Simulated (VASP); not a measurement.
# KCdCO3F (P-6m2) in VASP: further runs, part 2 of 2

VASP 6.6.1. The steps go on from the part before.

## 3. Electric field gradients, r2SCAN

The input, POSCAR:

```
KCdCO3F
1.0
    5.1324000000      0.0000000000      0.0000000000
   -2.5662000000      4.4447887824      0.0000000000
    0.0000000000      0.0000000000      4.4324000000
K Cd C O F
1 1 1 3 1
Direct
    0.0000000000      0.0000000000      0.0000000000
    0.6666666667      0.3333333333      0.5000000000
    0.3333333333      0.6666666667      0.5000000000
    0.1879054407      0.3758108815      0.5000000000
    0.1879054407      0.8120945593      0.5000000000
    0.6241891185      0.8120945593      0.5000000000
    0.6666666667      0.3333333333      0.0000000000
```

The input, INCAR.step1:

```
  ALGO = Normal
  EDIFF = 1E-4
  ENCUT = 520
  GGA = PE
  ISMEAR = -1
  LASPH = True
  LCHARG = False
  LREAL = False
  LWAVE = True
  NBANDS = 34
  NELM = 80
  PREC = Accurate
  SIGMA = 0.02
```

The input, INCAR.step2:

```
  ALGO = Normal
  EDIFF = 1E-8
  ENCUT = 520
  ISIF = 2
  ISMEAR = -1
  ISTART = 1
  LASPH = True
  LCHARG = False
  LEFG = True
  LMIXTAU = True
  LREAL = False
  LWAVE = False
  METAGGA = R2SCAN
  NBANDS = 34
  NELM = 80
  PREC = Accurate
  SIGMA = 0.02
```

The input, KPOINTS:

```
k-points
0
Gamma
  5 5 5
```

Potentials or basis: VASP PAW PBE potentials, release 64 (K_sv, Cd, C, O, F).

Launch:

```
$ cat potpaw_PBE.64/K_sv/POTCAR potpaw_PBE.64/Cd/POTCAR potpaw_PBE.64/C/POTCAR potpaw_PBE.64/O/POTCAR potpaw_PBE.64/F/POTCAR > POTCAR
$ cp INCAR.step1 INCAR
$ mpirun -np 1 vasp_std > vasp.out
$ cp INCAR.step2 INCAR
$ mpirun -np 1 vasp_std > vasp.out
```

OUTCAR:

```text
EDIFF = 1E-8
   ENCUT = 520
   ISIF = 2
   ISMEAR = -1
   ISTART = 1
   LASPH = True
   LREAL = False
   METAGGA = R2SCAN
   NELM = 80
   PREC = Accurate

 ion  position               nearest neighbor table
   1  0.000  0.000  0.000-   5 2.78   5 2.78   6 2.78   6 2.78   4 2.78   4 2.78   2 3.70   2 3.70
                             2 3.70   2 3.70   2 3.70   2 3.70
   2  0.667  0.333  0.500-   7 2.22   7 2.22   4 2.57   6 2.57   5 2.57   5 2.57   4 2.57   6 2.57
                             1 3.70   1 3.70   1 3.70   1 3.70   1 3.70   1 3.70
   3  0.333  0.667  0.500-   5 1.29   6 1.29   4 1.29
   4  0.188  0.376  0.500-   3 1.29   2 2.57   2 2.57   1 2.78   1 2.78
   5  0.188  0.812  0.500-   3 1.29   2 2.57   2 2.57   1 2.78   1 2.78
   6  0.624  0.812  0.500-   3 1.29   2 2.57   2 2.57   1 2.78   1 2.78
   7  0.667  0.333  0.000-   2 2.22   2 2.22

  LATTYP: Found a hexagonal cell.
 ALAT       =     5.1324000000
 C/A-ratio  =     0.8636115657

  Lattice vectors:

 A1 = (   5.1324000000,   0.0000000000,   0.0000000000)
 A2 = (  -2.5662000000,   4.4447887824,   0.0000000000)
 A3 = (   0.0000000000,   0.0000000000,   4.4324000000)

Analysis of symmetry for initial positions (statically):
[... 767 lines left out ...]
  ---------------------------------------------------
  free  energy   TOTEN  =       -70.2695791745 eV

  energy  without entropy=      -70.2695791745  energy(sigma->0) =      -70.26957917

 Electric field gradients (V/A^2)
---------------------------------------------------------------------
 ion       V_xx      V_yy      V_zz      V_xy      V_xz      V_yz
---------------------------------------------------------------------
   1      13.187    13.187   -26.374     0.000     0.000     0.000
   2      22.443    22.441   -44.884    -0.002     0.000    -0.000
   3     -20.564   -20.564    41.128    -0.000     0.000    -0.000
   4     -86.296   108.868   -22.573     0.003     0.000     0.000
   5      60.075   -37.503   -22.572   -84.505     0.000    -0.000
   6      60.074   -37.502   -22.573    84.510     0.000     0.000
   7     -49.886   -49.890    99.776    -0.003     0.000    -0.000
---------------------------------------------------------------------

 Electric field gradients after diagonalization (V/A^2)
 (convention: |V_zz| > |V_xx| > |V_yy|)
----------------------------------------------------------------------
 ion       V_xx      V_yy      V_zz     asymmetry (V_yy - V_xx)/ V_zz
----------------------------------------------------------------------
   1      13.187    13.187   -26.374       0.000
   2      22.444    22.440   -44.884       0.000
   3     -20.565   -20.564    41.128       0.000
   4     -86.296   -22.573   108.868       0.585
   5     -86.292   -22.572   108.864       0.585
   6     -86.296   -22.573   108.868       0.585
   7     -49.891   -49.885    99.776       0.000
----------------------------------------------------------------------

           NMR quadrupolar parameters

 Cq : quadrupolar parameter    Cq=e*Q*V_zz/h
 eta: asymmetry parameters     (V_yy - V_xx)/ V_zz
 Q  : nuclear electric quadrupole moment in mb (millibarn)
----------------------------------------------------------------------
 ion       Cq(MHz)       eta       Q (mb)
----------------------------------------------------------------------
   1      -0.064       0.000       1.000
   2      -0.109       0.000       1.000
   3       0.099       0.000       1.000
   4       0.263       0.585       1.000
   5       0.263       0.585       1.000
   6       0.263       0.585       1.000
   7       0.241       0.000       1.000
----------------------------------------------------------------------
```

OSZICAR.step1:

```text
N       E                     dE             d eps       ncg     rms          rms(c)
DAV:   1     0.409811263070E+03    0.40981E+03   -0.27114E+04  1020   0.144E+03
DAV:   2    -0.170127097846E+02   -0.42682E+03   -0.40603E+03  1162   0.381E+02
DAV:   3    -0.440797299016E+02   -0.27067E+02   -0.26903E+02  1256   0.100E+02
DAV:   4    -0.448457543947E+02   -0.76602E+00   -0.76497E+00  1696   0.133E+01
DAV:   5    -0.448495231057E+02   -0.37687E-02   -0.37681E-02  1284   0.962E-01    0.145E+01
DAV:   6    -0.398771742450E+02    0.49723E+01   -0.15429E+01  1214   0.414E+01    0.817E+00
DAV:   7    -0.398607108949E+02    0.16463E-01   -0.20789E+00  1208   0.951E+00    0.537E+00
DAV:   8    -0.398294168059E+02    0.31294E-01   -0.52613E-01  1220   0.479E+00    0.107E+00
DAV:   9    -0.398111168023E+02    0.18300E-01   -0.13600E-01  1272   0.273E+00    0.469E-01
DAV:  10    -0.398122422312E+02   -0.11254E-02   -0.14846E-02  1104   0.887E-01    0.208E-01
DAV:  11    -0.398125888886E+02   -0.34666E-03   -0.15430E-03  1164   0.243E-01    0.857E-02
DAV:  12    -0.398129213263E+02   -0.33244E-03   -0.30052E-04   932   0.132E-01    0.295E-02
DAV:  13    -0.398129660688E+02   -0.44742E-04   -0.50110E-05   764   0.655E-02
   1 F= -.39812966E+02 E0= -.39812966E+02  d E =-.157268E-10
```

Run time: 2.6 min. Hardware: 1 thread of Intel Xeon Platinum 8488C (Sapphire Rapids), shared host; peak memory 0.28 GiB.

What came out:

```yaml
Free_energy: -70.2696 eV
Pressure: -2.2 GPa
Largest_force: 0.117 eV/Å
Band_gap_on_the_k_mesh: 2.45 eV
Largest_electric_field_gradient_by_atom: K -26.4; Cd -44.9; C +41.1; O +108.9; F +99.8 V/Å²
```

Forces on the atoms (eV/Å):
```
K    0.000  0.000  0.000
Cd   0.000  0.000  0.000
C    0.000  0.000  0.000
O    0.000  0.117  0.000
O    0.101 -0.059  0.000
O   -0.101 -0.059  0.000
F    0.000  0.000  0.000
```

Electric field gradients, principal values (V/Å²):
```
atom    least   middle  greatest (by size)
 1 K   13.187   13.187             -26.374
2 Cd   22.440   22.444             -44.884
 3 C  -20.564  -20.565              41.128
 4 O  -22.573  -86.296             108.868
 5 O  -22.572  -86.292             108.864
 6 O  -22.573  -86.296             108.868
 7 F  -49.885  -49.891              99.776
```

Caveat: without QUAD_EFG the Cq values of the log hold for a quadrupole moment of 1 mb, not for the nuclei; the PAW data sets were made with another functional, which shifts forces and pressure a little.
